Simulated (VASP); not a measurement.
# CdI2 in VASP: a run that goes wrong, beside a sound one

A flawed run on CdI2 and a sound one for comparison.

Everything below comes from runs of VASP 6.6.1. Logs are shortened: lines on timing, memory, paths and dates and some standing lists are left out, and cuts for length are marked.

### 1 The cell of the first run

The cell holds a sheet with vacuum, 3 atoms: a = 4.244 Å, b = 7.351 Å, c = 19.419 Å, α = 90.00°, β = 90.00°, γ = 30.00°.

### 2 A run with an altered input

Contents of INCAR:

```
SYSTEM = CdI2
GGA = CA ; LSORBIT = .True.
MAGMOM = 0 0 0 0 0 0 0 0 0 ; LORBIT = 11
LDIPOL = .True. ; IDIPOL = 3
DIPOL = 0.5 0.5 0.500 ; ISMEAR = 0
SIGMA = 0.03 ; LWAVE = .False.
LCHARG = .False. ; NBANDS = 52
PREC = Accurate ; LASPH = .True.
LREAL = .False. ; ALGO = Normal
EDIFF = 1E-6 ; NELM = 94
GGA_COMPAT = .False. ; ENCUT = 320
EFERMI = MIDGAP ; NELMDL = -8
KPAR = 7
```

Contents of KPOINTS:

```
Automatic mesh
0
Gamma
  8 8 1
  0 0 0
```

Contents of KPOINTS_OPT:

```
path GMKGALHA,LM,KH
12
line-mode
reciprocal
 0.0000000000  0.0000000000  0.0000000000  G
 0.5000000000  0.5000000000  0.0000000000  M

 0.5000000000  0.5000000000  0.0000000000  M
 0.3333333333  0.0000000000  0.0000000000  K

 0.3333333333  0.0000000000  0.0000000000  K
 0.0000000000  0.0000000000  0.0000000000  G

 0.0000000000  0.0000000000  0.0000000000  G
 0.0000000000  0.0000000000 -0.5000000000  A

 0.0000000000  0.0000000000 -0.5000000000  A
 0.5000000000  0.5000000000 -0.5000000000  L

 0.5000000000  0.5000000000 -0.5000000000  L
 0.3333333333  0.0000000000 -0.5000000000  H

 0.3333333333  0.0000000000 -0.5000000000  H
 0.0000000000  0.0000000000 -0.5000000000  A

 0.5000000000  0.5000000000 -0.5000000000  L
 0.5000000000  0.5000000000  0.0000000000  M

 0.3333333333  0.0000000000  0.0000000000  K
 0.3333333333  0.0000000000 -0.5000000000  H
```

Contents of POSCAR:

```
CdI2
1.0
    4.2440000000      0.0000000000      0.0000000000
    6.3660000000      3.6754118137      0.0000000000
    0.0000000000      0.0000000000     19.4185256000
I Cd
2 1
Direct
    0.0000000000      1.0000000000      0.4119777250
    0.0000000002      0.3333333332      0.5880222750
    0.0000000001      0.6666666666      0.5000000000
```

Potentials or basis: VASP PAW LDA potentials, release 64 (I, Cd).

The run is started by

```bash
$ cat potpaw_LDA.64/I/POTCAR potpaw_LDA.64/Cd/POTCAR > POTCAR
$ mpirun -np 8 vasp_ncl > vasp.out
```

OUTCAR:

```text
M_divide: can not subdivide            8 nodes by           7
 M_divide: can not subdivide            8 nodes by           7
 M_divide: can not subdivide            8 nodes by           7
 M_divide: can not subdivide            8 nodes by           7
 M_divide: can not subdivide            8 nodes by           7
 M_divide: can not subdivide            8 nodes by           7
 M_divide: can not subdivide            8 nodes by           7
 M_divide: can not subdivide            8 nodes by           7
```

stdout:

```text
M_divide: can not subdivide            8 nodes by           7
 M_divide: can not subdivide            8 nodes by           7
 M_divide: can not subdivide            8 nodes by           7
 M_divide: can not subdivide            8 nodes by           7
 M_divide: can not subdivide            8 nodes by           7
 M_divide: can not subdivide            8 nodes by           7
 M_divide: can not subdivide            8 nodes by           7
 M_divide: can not subdivide            8 nodes by           7
```

Run time: 0.4 s. Hardware: 8 MPI ranks of Intel Xeon Platinum 8488C (Sapphire Rapids), shared host.

The program refused the input. The fault, put in on purpose: k-point groups that do not divide the ranks (KPAR = 7).

### 3 Band structure, LDA, non-collinear spin, zero start, spin-orbit coupling

INCAR, as its differences from that of step 2:

```diff
@@ -9,5 +9,5 @@
 LREAL = .False. ; ALGO = Normal
-EDIFF = 1E-6 ; NELM = 94
+EDIFF = 1E-6 ; NELM = 200
 GGA_COMPAT = .False. ; ENCUT = 320
 EFERMI = MIDGAP ; NELMDL = -8
-KPAR = 7
+KPAR = 8
```

KPOINTS is that of step 2.

KPOINTS_OPT is that of step 2.

POSCAR is that of step 2.

Potentials or basis: VASP PAW LDA potentials, release 64 (I, Cd).

The run is started by

```bash
$ cat potpaw_LDA.64/I/POTCAR potpaw_LDA.64/Cd/POTCAR > POTCAR
$ mpirun -np 8 vasp_ncl > vasp.out
```

Wall time 6.4 min (8 MPI ranks of Intel Xeon Platinum 8488C (Sapphire Rapids), shared host); peak memory 0.9 GiB.

It converged, with:

```
Free energy                                           : -7.3459 eV
Largest force                                         : 0.243 eV/Å
Net moment                                            : 0.00 μB per cell
Valence electrons inside the program's atomic spheres : I 4.29; Cd 10.19
```

Forces on the atoms (eV/Å):
```
I    0.000  0.000  0.243
I    0.000  0.000 -0.243
Cd   0.000  0.000  0.000
```

Moments on the atoms (μB; x, y, z):
```
I   0.00 0.00 0.00
I   0.00 0.00 0.00
Cd  0.00 0.00 0.00
```
